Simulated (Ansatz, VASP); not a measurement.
Zr4Cl: VASP beside Ansatz

File INCAR:

```
ALGO     = Normal         # electronic algorithm
EDIFF    = 1E-7           # SCF threshold, eV
EDIFFG   = -0.08          # ionic threshold
ENCUT    = 500            # plane-wave cutoff, eV
GGA      = PE             # functional
GGA_COMPAT= False        
IBRION   = 2              # ionic algorithm
ISIF     = 3              # what is computed and relaxed
ISMEAR   = 0              # smearing method
LASPH    = True           # aspherical terms in the spheres
LCHARG   = False          # write CHGCAR
LREAL    = False          # projectors in reciprocal space
LWAVE    = False          # write WAVECAR
NELM     = 120            # most SCF steps
NELMIN   = 4            
NSW      = 36             # ionic steps
PREC     = Accurate       # precision mode
SIGMA    = 0.2            # smearing width, eV
```

Contents of KPOINTS:

```
k-points
0
Gamma
  3 3 4
```

The input POSCAR:

```
Zr4Cl
1.0
    7.0373278800      0.0000000000      0.0000000000
    0.0000000000      7.0373278800      0.0000000000
    0.0000000000      0.0000000000      4.2087600200
Zr Cl
8 2
Direct
    0.5000000000      0.7688795800      0.2605624600
    0.5000000000      0.2311204200      0.2605624600
    0.7311204200      0.0000000000      0.2605624600
    0.2688795800      0.0000000000      0.2605624600
    0.0000000000      0.2688795800      0.7394375400
    0.0000000000      0.7311204200      0.7394375400
    0.7688795800      0.5000000000      0.7394375400
    0.2311204200      0.5000000000      0.7394375400
    0.0000000000      0.0000000000      0.0000000000
    0.5000000000      0.5000000000      0.0000000000
```

Input for Ansatz:

```yaml
crystal:
  lattice:
    - [7.03732788, 0.0, 0.0]
    - [0.0, 7.03732788, 0.0]
    - [0.0, 0.0, 4.20876002]
  atoms:
    - { symbol: Zr, position: [0.5, 0.76887958, 0.26056246] }
    - { symbol: Zr, position: [0.5, 0.23112042, 0.26056246] }
    - { symbol: Zr, position: [0.73112042, 0.0, 0.26056246] }
    - { symbol: Zr, position: [0.26887958, 0.0, 0.26056246] }
    - { symbol: Zr, position: [0.0, 0.26887958, 0.73943754] }
    - { symbol: Zr, position: [0.0, 0.73112042, 0.73943754] }
    - { symbol: Zr, position: [0.76887958, 0.5, 0.73943754] }
    - { symbol: Zr, position: [0.23112042, 0.5, 0.73943754] }
    - { symbol: Cl, position: [0.0, 0.0, 0.0] }
    - { symbol: Cl, position: [0.5, 0.5, 0.0] }
basis:
  ecutwfc: 420
kpoints:
  mp_grid: { grid: [3, 3, 4] }
hamiltonian:
  xc: pbe
scf:
  occupations: { method: gaussian, width: 0.2 }
  lower_state_search: "off"
output:
  forces: true
  stress: true
  eigenvalues: true
relax:
  adjacent_minimum: "off"
  f_tol: 0.08
  max_steps: 16
  cell: { stress_tol: 0.8 }
```

Alike in both runs: task relaxation of cell and atoms; functional PBE; k mesh 3 × 3 × 4; occupations gaussian, width 0.2 eV; no spin polarisation.

|  | VASP | Ansatz |
| --- | --- | --- |
| version | VASP 6.6.1 | Ansatz 0.2.0 |
| potentials or method | VASP PAW PBE potentials, release 64 (Zr_sv, Cl), cutoff 500 eV | scalar-relativistic, plane waves, PAW |
| valence electrons in the cell | 110 | 110 |

```tsv
	VASP	Ansatz	Ansatz less VASP
gap on the k mesh at the Fermi level, each at its own relaxed structure (eV)	none	none	-
relaxed volume (Å³/atom)	22.84	22.80	-0.034
relaxed cell length with the largest relative difference (Å)	3.073	3.078	+0.0055
```

A gap of «none» marks a metal or a gap that the smearing closes.

The k mesh is coarse, so the values compare programs but aren't converged.
